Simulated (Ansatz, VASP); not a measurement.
# Two plane-wave programs on TiO2

```
Ti O
1.0
     4.32293    0.00000    0.00000
     0.00000    4.32293    0.00000
     0.00000    0.00000    2.87258
Ti O
2 4
Direct
  0.00000 0.00000 0.00000
  0.50000 0.50000 0.50000
  0.30510 0.30510 0.00000
  0.19490 0.80510 0.50000
  0.69490 0.69490 0.00000
  0.80510 0.19490 0.50000
```

Alike in both runs: task single point; functional PBE; k mesh 8 × 8 × 10; occupations gaussian, width 0.05 eV; no spin polarisation.

|  | VASP | Ansatz |
| --- | --- | --- |
| version | VASP 6.6.1 | Ansatz 0.2.0 |
| potentials or method | VASP PAW PBE potentials, release 64 (Ti_sv, O), cutoff 520 eV | scalar-relativistic, plane waves, PAW |
| valence electrons in the cell | 48 | 48 |

|  | VASP | Ansatz | Ansatz less VASP |
| --- | --- | --- | --- |
| gap on the k mesh at the Fermi level (eV) | 2.20 | 2.23 | +0.040 |
| least direct gap on the mesh (eV) | 2.20 | 2.25 | +0.045 |
| rms of the force components (eV/Å) | 0.358 | 0.349 | -0.0088 |

Atom by atom the forces differ by 0.009 eV/Å (rms over components). With one functional, cell and mesh, what is left measures potentials, basis and numerics.
